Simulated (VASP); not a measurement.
# Ru (P6_3/mmc) in VASP: further runs, part 2 of 2

VASP 6.6.1. The steps go on from the part before.

**3. Single point, PBEsol**

This run uses another cell than the first one, of 13.32 Å³/atom.

File INCAR:

```
  PREC = Accurate
  ENCUT = 520
  EDIFF = 1E-7
  ISMEAR = 0
  SIGMA = 0.1
  LREAL = F
  LASPH = T
  NELM = 80
  ALGO = Normal
  ISIF = 2
  LWAVE = F
  LCHARG = F
  GGA = PS
  NBANDS = 21
```

File KPOINTS:

```
regular mesh
0
Gamma
  15 15 8
```

File POSCAR:

```
Ru
1.0
    2.6900393656      0.0000000000      0.0000000000
   -1.3450196828      2.3296424278      0.0000000000
    0.0000000000      0.0000000000      4.2510745397
Ru
2
Direct
    0.3333333333      0.6666666667      0.2500000000
    0.6666666667      0.3333333333      0.7500000000
```

Potentials or basis: VASP PAW PBE potentials, release 64 (Ru_pv).

The run is started by

```bash
> cat potpaw_PBE.64/Ru_pv/POTCAR > POTCAR
> mpirun -np 1 vasp_std > vasp.out
```

OUTCAR:

```text
PREC = Accurate
   ENCUT = 520
   EDIFF = 1E-7
   ISMEAR = 0
   LREAL = F
   LASPH = T
   NELM = 80
   ISIF = 2
   GGA = PS

 ion  position               nearest neighbor table
   1  0.333  0.667  0.250-   2 2.63   2 2.63   2 2.63   2 2.63   2 2.63   2 2.63
   2  0.667  0.333  0.750-   1 2.63   1 2.63   1 2.63   1 2.63   1 2.63   1 2.63

  LATTYP: Found a hexagonal cell.
 ALAT       =     2.6900393656
 C/A-ratio  =     1.5803019815

  Lattice vectors:

 A1 = (   2.6900393656,   0.0000000000,   0.0000000000)
 A2 = (  -1.3450196828,   2.3296424278,   0.0000000000)
 A3 = (   0.0000000000,   0.0000000000,   4.2510745397)

Analysis of symmetry for initial positions (statically):
=====================================================================
 Subroutine PRICEL returns:
 Original cell was already a primitive cell.

 Routine SETGRP: Setting up the symmetry group for a
 hexagonal supercell.

 Subroutine GETGRP returns: Found 24 space group operations
 (whereof 12 operations were pure point group operations)
 out of a pool of 24 trial point group operations.

The static configuration has the point symmetry D_3d.
 The point group associated with its full space group is D_6h.

Analysis of symmetry for dynamics (positions and initial velocities):
=====================================================================
 Subroutine PRICEL returns:
 Original cell was already a primitive cell.

 Routine SETGRP: Setting up the symmetry group for a
 hexagonal supercell.

 Subroutine GETGRP returns: Found 24 space group operations
 (whereof 12 operations were pure point group operations)
 out of a pool of 24 trial point group operations.

The dynamic configuration has the point symmetry D_3d.
 The point group associated with its full space group is D_6h.

 Subroutine INISYM returns: Found 24 space group operations
 (whereof 12 operations are pure point group operations),
 and found     1 'primitive' translations

----------------------------------------------------------------------------------------

                                     Primitive cell

  volume of cell :      26.6408

  direct lattice vectors                    reciprocal lattice vectors
     2.690039366  0.000000000  0.000000000     0.371741772  0.214625212  0.000000000
    -1.345019683  2.329642428  0.000000000     0.000000000  0.429250424  0.000000000
     0.000000000  0.000000000  4.251074540     0.000000000  0.000000000  0.235234643

  length of vectors
     2.690039366  2.690039366  4.251074540     0.429250424  0.429250424  0.235234643

  position of ions in fractional coordinates (direct lattice)
     0.333333333  0.666666667  0.250000000
     0.666666667  0.333333333  0.750000000

  ion indices of the primitive-cell ions
   primitive index   ion index
                 1           1
                 2           2

----------------------------------------------------------------------------------------

 KPOINTS: regular mesh

Automatic generation of k-mesh.
 Grid dimensions read from file:
 generate k-points for:   15   15    8

 Generating k-lattice:

  Cartesian coordinates                     Fractional coordinates (reciprocal lattice)
     0.024782785  0.014308347  0.000000000     0.066666667 -0.000000000  0.000000000
     0.000000000  0.028616695  0.000000000     0.000000000  0.066666667  0.000000000
     0.000000000  0.000000000  0.029404330     0.000000000  0.000000000  0.125000000

  Length of vectors
     0.028616695  0.028616695  0.029404330

  Shift w.r.t. Gamma in fractional coordinates (k-lattice)
     0.000000000  0.000000000  0.000000000

 Subroutine IBZKPT returns following result:
 ===========================================

 Found    135 irreducible k-points:

 Following reciprocal coordinates:
            Coordinates               Weight
  0.000000  0.000000  0.000000      1.000000
  0.066667  0.000000  0.000000      6.000000
  0.133333  0.000000  0.000000      6.000000
  0.200000  0.000000  0.000000      6.000000
  0.266667  0.000000  0.000000      6.000000
  0.333333  0.000000  0.000000      6.000000
[... 16 lines left out ...]
  0.333333  0.200000  0.000000     12.000000
  0.400000  0.200000  0.000000      6.000000
 [... further k-points ...]
   k-points           NKPTS =    135   k-points in BZ     NKDIM =    135   number of bands    NBANDS=     21
   number of dos      NEDOS =    301   number of ions     NIONS =      2
   total plane-waves  NPLWV =  12800
   dimension x,y,z NGX =    20 NGY =   20 NGZ =   32
   dimension x,y,z NGXF=    40 NGYF=   40 NGZF=   64
   ions per type =               2
   NGX,Y,Z   is equivalent  to a cutoff of  12.36, 12.36, 12.51 a.u.
   NGXF,Y,Z  is equivalent  to a cutoff of  24.72, 24.72, 25.03 a.u.
 SYSTEM =  unknown system
   PREC   = accura    normal or accurate (medium, high low for compatibility)
   ISTART =      0    job   : 0-new  1-cont  2-samecut
   ICHARG =      2    charge: 1-file 2-atom 10-const
   ISPIN  =      1    spin polarized calculation?
   LNONCOLLINEAR =      F non collinear calculations
   LSORBIT =      F    spin-orbit coupling
   LASPH  =      T    aspherical Exc in radial PAW
   ENCUT  =  520.0 eV  38.22 Ry    6.18 a.u.   5.00  5.00  7.90*2*pi/ulx,y,z
   NELM   =     80;   NELMIN=  2; NELMDL= -5     # of ELM steps
   EDIFF  = 0.1E-06   stopping-criterion for ELM
   LREAL  =      F    real-space projection
   EDIFFG = 0.1E-05   stopping-criterion for IOM
   NSW    =      0    number of steps for IOM
   IBRION =     -1    ionic relax: 0-MD 1-quasi-New 2-CG
   NFREE  =      0    steps in history (QN), initial steepest desc. (CG)
   ISIF   =      2    stress and relaxation
   ISYM   =      2    0-nonsym 1-usesym 2-fastsym
   POTIM  = 0.5000    time-step for ionic-motion
   TEBEG  =    0.0;   TEEND  =   0.0 temperature during run
   PSTRESS=    0.0 pullay stress
   NELECT =      28.0000    total number of electrons
   NUPDOWN=      -1.0000    fix difference up-down
   EMIN   =  10.00;   EMAX   =-10.00  energy-range for DOS
   EFERMI =   0.00;   METHOD = LEGACY
   ISMEAR =     0;   SIGMA  =   0.10  broadening in eV -4-tet -1-fermi 0-gaus
   EFERMI_NEDOS =   21; number of points for ismear=-14 and -15
   IALGO  =     38    algorithm
   IMIX   =      4    mixing-type and parameters
     AMIX     =   0.40;   BMIX     =  1.00
     AMIX_MAG =   1.60;   BMIX_MAG =  1.00
  volume/ion in A,a.u.               =      13.32        89.89
  Fermi-wavevector in a.u.,A,eV,Ry     =   1.664480  3.145411 37.694864  2.770494
  Thomas-Fermi vector in A             =   2.751017
   LORBIT       =      0    0 simple, 1 ext, 2 COOP (PROOUT), +10 PAW based schemes
   GGA     = PS    functional components
   LHFCALC =     F    Hartree Fock is set to
   AEXX    =    0.0000 exact exchange contribution
   IVDW    =     0    specifies the selected vdW correction
   LEPSILON=     F    determine dielectric tensor
   LRPA    =     F    only Hartree local field effects (RPA)
 non-spin polarized calculation
 Gauss-broadening in eV      SIGMA  =   0.10
  energy-cutoff  :      520.00
  volume of cell :       26.64
 maximum number of plane-waves:       735
 NGX is ok and might be reduce to    20
   NGX =  9   NGY =  9   NGZ = 15

 number of electron      27.9999997 magnetization

 Free energy of the ion-electron system (eV)
  ---------------------------------------------------
  ext. energy  EPLUGINS =         0.00000000
  ---------------------------------------------------
  free energy    TOTEN  =       -20.35075546 eV

  energy without entropy =      -20.34347738  energy(sigma->0) =      -20.34711642

 E-fermi :  13.0456     XC(G=0): -14.3991

 val. band max:       13.0413719530   @ k =   0.0000   0.0000   0.3750
 cond. band min:      13.0847348665   @ k =   0.2667   0.0000   0.2500
 fundamental gap:      0.0433629134
 Fermi energy:        13.0456479103

 k-point     1 :       0.0000    0.0000    0.0000
  band No.  band energies     occupation
      1     -30.6263      2.00000
      2     -29.6285      2.00000
      3     -29.6285      2.00000
      4     -29.4458      2.00000
      5     -29.4458      2.00000
      6     -29.3981      2.00000
[... 13 lines left out ...]
     20      23.3081      0.00000
     21      23.6216      0.00000
[... 529 lines left out ...]
 k-point    24 :       0.4000    0.2000    0.0000
  band No.  band energies     occupation
      1     -30.3458      2.00000
      2     -30.1441      2.00000
      3     -30.0263      2.00000
      4     -30.0165      2.00000
      5     -29.7790      2.00000
      6     -29.7526      2.00000
[... 13 lines left out ...]
     20      23.3073      0.00000
     21      23.3249      0.00000

 [... further k-points ...]

------------------------ aborting loop because EDIFF is reached ----------------------------------------

  FORCE on cell =-STRESS in cart. coord.  units (eV):
  Direction    XX          YY          ZZ          XY          YZ          ZX
  --------------------------------------------------------------------------------------
  -------------------------------------------------------------------------------------
  Total       -0.0246310     -0.0246310     -0.0220052     -0.0000000      0.0000000      0.0000000
  in kB       -1.4813088     -1.4813088     -1.3233939     -0.0000000      0.0000000      0.0000000
  external PRESSURE =      -1.4286705 kB  Pullay stress =       0.0000000 kB

 VOLUME and BASIS-vectors are now :
 -----------------------------------------------------------------------------
  energy-cutoff  :      520.00
  volume of cell :       26.64
      direct lattice vectors                 reciprocal lattice vectors
     2.690039366  0.000000000  0.000000000     0.371741772  0.214625212  0.000000000
    -1.345019683  2.329642428  0.000000000     0.000000000  0.429250424  0.000000000
     0.000000000  0.000000000  4.251074540     0.000000000  0.000000000  0.235234643

 POSITION                                       TOTAL-FORCE (eV/Angst)
 -----------------------------------------------------------------------------------
     -0.00000      1.55309      1.06277         0.000000     -0.000000      0.000000
      1.34502      0.77655      3.18831        -0.000000      0.000000      0.000000
 -----------------------------------------------------------------------------------
    total drift:                               -0.000000      0.000000     -0.000000

  FREE ENERGIE OF THE ION-ELECTRON SYSTEM (eV)
  ---------------------------------------------------
  free  energy   TOTEN  =       -20.3507554630 eV

  energy  without entropy=      -20.3434773759  energy(sigma->0) =      -20.34711642
```

OSZICAR:

```text
N       E                     dE             d eps       ncg     rms          rms(c)
DAV:   1     0.287700636839E+03    0.28770E+03   -0.17505E+04  5686   0.149E+03
DAV:   2    -0.158465283166E+02   -0.30355E+03   -0.29389E+03  5790   0.447E+02
DAV:   3    -0.218941748821E+02   -0.60476E+01   -0.60139E+01  6650   0.706E+01
DAV:   4    -0.219385104919E+02   -0.44336E-01   -0.44289E-01  7185   0.577E+00
DAV:   5    -0.219390392646E+02   -0.52877E-03   -0.52480E-03  6427   0.564E-01    0.202E+01
DAV:   6    -0.204470003074E+02    0.14920E+01   -0.33126E+00  6660   0.177E+01    0.528E+00
DAV:   7    -0.203620494888E+02    0.84951E-01   -0.67897E-01  6435   0.569E+00    0.912E-01
DAV:   8    -0.203527574347E+02    0.92921E-02   -0.16644E-02  6220   0.123E+00    0.515E-01
DAV:   9    -0.203507440688E+02    0.20134E-02   -0.18883E-03  6470   0.476E-01    0.346E-02
DAV:  10    -0.203507557206E+02   -0.11652E-04   -0.80512E-05  6420   0.921E-02    0.201E-02
DAV:  11    -0.203507555065E+02    0.21410E-06   -0.53879E-06  6375   0.223E-02    0.154E-03
DAV:  12    -0.203507554630E+02    0.43472E-07   -0.40183E-07  6366   0.562E-03
   1 F= -.20350755E+02 E0= -.20347116E+02  d E =-.727809E-02
```

stdout:

```text
POSCAR found type information on POSCAR Ru
 POSCAR found :  1 types and       2 ions
 scaLAPACK will be used
 -----------------------------------------------------------------------------
|                                                                             |
|                                                                             |
|     You enforced a specific xc type in the INCAR file but a different       |
|     I HOPE YOU KNOW WHAT YOU ARE DOING!                                     |
|                                                                             |
 -----------------------------------------------------------------------------

 LDA part: xc-table for (Slater+PW92), standard interpolation
 POSCAR, INCAR and KPOINTS ok, starting setup
 FFT: planning ... GRIDC
 FFT: planning ... GRID_SOFT
 FFT: planning ... GRID
 WAVECAR not read
 entering main loop
```

It took 54 s on 1 thread of Intel Xeon 8259CL, shared host; peak memory 0.18 GiB.

Results:

- Free energy: -20.3508 eV
- Pressure: -0.1 GPa
- Band gap on the k mesh: zero (bands 14 and 15 overlap by 3.19 eV)

Levels at points of the mesh, in eV from the Fermi level:
```
           k point  band 11  band 12  band 13  band 14  band 15  band 16  band 17  band 18
(0.00, 0.00, 0.00)    -2.48    -1.97    -1.97    -1.43    -1.43     1.23     1.23     1.28
(0.00, 0.00, 0.50)    -2.85    -2.85    -2.79    -2.79     0.58     0.58     0.58     0.58
```

Caveat: the PAW data sets were made with another functional, which shifts forces and pressure a little.

**4. Single point, PBEsol**

This run uses another cell than the first one, of 13.34 Å³/atom.

File INCAR:

```
ALGO = Normal
EDIFF = 1E-7
ENCUT = 520
GGA = PS
ISIF = 2
ISMEAR = -1
LASPH = T
LCHARG = F
LREAL = F
LWAVE = F
NBANDS = 21
NELM = 60
PREC = Accurate
SIGMA = 0.15
```

File KPOINTS:

```
k-points
0
Gamma
  15 15 8
```

File POSCAR:

```
Ru
1.0
    2.6917306257      0.0000000000      0.0000000000
   -1.3458653129      2.3311071020      0.0000000000
    0.0000000000      0.0000000000      4.2516494297
Ru
2
Direct
    0.3333333333      0.6666666667      0.2500000000
    0.6666666667      0.3333333333      0.7500000000
```

Potentials or basis: VASP PAW PBE potentials, release 64 (Ru_pv).

The run is started by

```bash
> cat potpaw_PBE.64/Ru_pv/POTCAR > POTCAR
> mpirun -np 1 vasp_std > vasp.out
```

OUTCAR:

```text
EDIFF = 1E-7
   ENCUT = 520
   GGA = PS
   ISIF = 2
   ISMEAR = -1
   LASPH = T
   LREAL = F
   NELM = 60
   PREC = Accurate

 ion  position               nearest neighbor table
   1  0.333  0.667  0.250-   2 2.63   2 2.63   2 2.63   2 2.63   2 2.63   2 2.63
   2  0.667  0.333  0.750-   1 2.63   1 2.63   1 2.63   1 2.63   1 2.63   1 2.63

  LATTYP: Found a hexagonal cell.
 ALAT       =     2.6917306257
 C/A-ratio  =     1.5795226272

  Lattice vectors:

 A1 = (   2.6917306257,   0.0000000000,   0.0000000000)
 A2 = (  -1.3458653129,   2.3311071020,   0.0000000000)
 A3 = (   0.0000000000,   0.0000000000,   4.2516494297)

Analysis of symmetry for initial positions (statically):
=====================================================================
 Subroutine PRICEL returns:
 Original cell was already a primitive cell.

 Routine SETGRP: Setting up the symmetry group for a
 hexagonal supercell.

 Subroutine GETGRP returns: Found 24 space group operations
 (whereof 12 operations were pure point group operations)
 out of a pool of 24 trial point group operations.

The static configuration has the point symmetry D_3d.
 The point group associated with its full space group is D_6h.

Analysis of symmetry for dynamics (positions and initial velocities):
=====================================================================
 Subroutine PRICEL returns:
 Original cell was already a primitive cell.

 Routine SETGRP: Setting up the symmetry group for a
 hexagonal supercell.

 Subroutine GETGRP returns: Found 24 space group operations
 (whereof 12 operations were pure point group operations)
 out of a pool of 24 trial point group operations.

The dynamic configuration has the point symmetry D_3d.
 The point group associated with its full space group is D_6h.

 Subroutine INISYM returns: Found 24 space group operations
 (whereof 12 operations are pure point group operations),
[... 110 lines left out ...]
   EFERMI =   0.00;   METHOD = LEGACY
   ISMEAR =    -1;   SIGMA  =   0.15  broadening in eV -4-tet -1-fermi 0-gaus
   EFERMI_NEDOS =   21; number of points for ismear=-14 and -15
   IALGO  =     38    algorithm
   IMIX   =      4    mixing-type and parameters
     AMIX     =   0.40;   BMIX     =  1.00
     AMIX_MAG =   1.60;   BMIX_MAG =  1.00
  volume/ion in A,a.u.               =      13.34        90.02
  Fermi-wavevector in a.u.,A,eV,Ry     =   1.663708  3.143952 37.659893  2.767924
  Thomas-Fermi vector in A             =   2.750378
   LORBIT       =      0    0 simple, 1 ext, 2 COOP (PROOUT), +10 PAW based schemes
   GGA     = PS    functional components
   LHFCALC =     F    Hartree Fock is set to
   AEXX    =    0.0000 exact exchange contribution
   IVDW    =     0    specifies the selected vdW correction
   LEPSILON=     F    determine dielectric tensor
   LRPA    =     F    only Hartree local field effects (RPA)
 non-spin polarized calculation
  energy-cutoff  :      520.00
  volume of cell :       26.68
 maximum number of plane-waves:       735
 NGX is ok and might be reduce to    20
   NGX =  9   NGY =  9   NGZ = 15

 number of electron      27.9999998 magnetization

 Free energy of the ion-electron system (eV)
  ---------------------------------------------------
  ext. energy  EPLUGINS =         0.00000000
  ---------------------------------------------------
  free energy    TOTEN  =       -20.40366154 eV

  energy without entropy =      -20.28640883  energy(sigma->0) =      -20.34503518

 E-fermi :  13.0424     XC(G=0): -14.3899

 val. band max:       13.0182461966   @ k =   0.0000   0.0000   0.3750
 cond. band min:      13.0626015881   @ k =   0.0667  -0.0000   0.3750
 fundamental gap:      0.0443553916
 Fermi energy:        13.0423599860

 k-point     1 :       0.0000    0.0000    0.0000
  band No.  band energies     occupation
      1     -30.6446      2.00000
      2     -29.6476      2.00000
      3     -29.6476      2.00000
      4     -29.4651      2.00000
      5     -29.4651      2.00000
      6     -29.4204      2.00000
[... 565 lines left out ...]
     20      23.2925      0.00000
     21      23.3084      0.00000

 [... further k-points ...]

------------------------ aborting loop because EDIFF is reached ----------------------------------------

  FORCE on cell =-STRESS in cart. coord.  units (eV):
  Direction    XX          YY          ZZ          XY          YZ          ZX
  --------------------------------------------------------------------------------------
  -------------------------------------------------------------------------------------
  Total       -0.0202476     -0.0202476     -0.0201840      0.0000000      0.0000000      0.0000000
  in kB       -1.2159964     -1.2159964     -1.2121758      0.0000000      0.0000000      0.0000000
  external PRESSURE =      -1.2147229 kB  Pullay stress =       0.0000000 kB

 VOLUME and BASIS-vectors are now :
 -----------------------------------------------------------------------------
  energy-cutoff  :      520.00
  volume of cell :       26.68
      direct lattice vectors                 reciprocal lattice vectors
     2.691730626  0.000000000  0.000000000     0.371508200  0.214490359  0.000000000
    -1.345865313  2.331107102  0.000000000     0.000000000  0.428980719  0.000000000
     0.000000000  0.000000000  4.251649430     0.000000000  0.000000000  0.235202835

 POSITION                                       TOTAL-FORCE (eV/Angst)
 -----------------------------------------------------------------------------------
     -0.00000      1.55407      1.06291         0.000000     -0.000000      0.000000
      1.34587      0.77704      3.18874        -0.000000      0.000000      0.000000
 -----------------------------------------------------------------------------------
    total drift:                               -0.000000      0.000000     -0.000000

  FREE ENERGIE OF THE ION-ELECTRON SYSTEM (eV)
  ---------------------------------------------------
  free  energy   TOTEN  =       -20.4036615365 eV

  energy  without entropy=      -20.2864088304  energy(sigma->0) =      -20.34503518
```

Wall time 60 s (1 thread of Intel Xeon 8259CL, shared host); peak memory 0.18 GiB.

Results:

```yaml
Free_energy: -20.4037 eV
Pressure: -0.1 GPa
Band_gap_on_the_k_mesh: zero (bands 14 and 15 overlap by 3.18 eV)
```

Caveat: the PAW data sets were made with another functional, which shifts forces and pressure a little.

**5. The runs side by side**

| cell | k mesh | smearing | gap on the mesh (eV) | pressure (GPa) |
| --- | --- | --- | --- | --- |
| a = 2.708, b = 2.708, c = 4.268 Å, angles 90.0, 90.0, 120.0°, 2 atoms | 9 × 9 × 4 | gaussian 0.1 eV | none | -5.6 |
| a = 2.690, b = 2.690, c = 4.251 Å, angles 90.0, 90.0, 120.0°, 2 atoms | 15 × 15 × 8 | gaussian 0.1 eV | none | -0.1 |
| a = 2.692, b = 2.692, c = 4.252 Å, angles 90.0, 90.0, 120.0°, 2 atoms | 15 × 15 × 8 | fermi-dirac 0.15 eV | none | -0.1 |

Alike in all rows: task single point; level PBEsol; potentials or basis VASP PAW PBE potentials, release 64 (Ru_pv); no spin polarisation; cutoff (eV) 520.

Caveats: some runs use coarse meshes; the PAW data sets were made with another functional, which shifts forces and pressure a little.

Absolute energies hang on the potentials; compare differences alone.
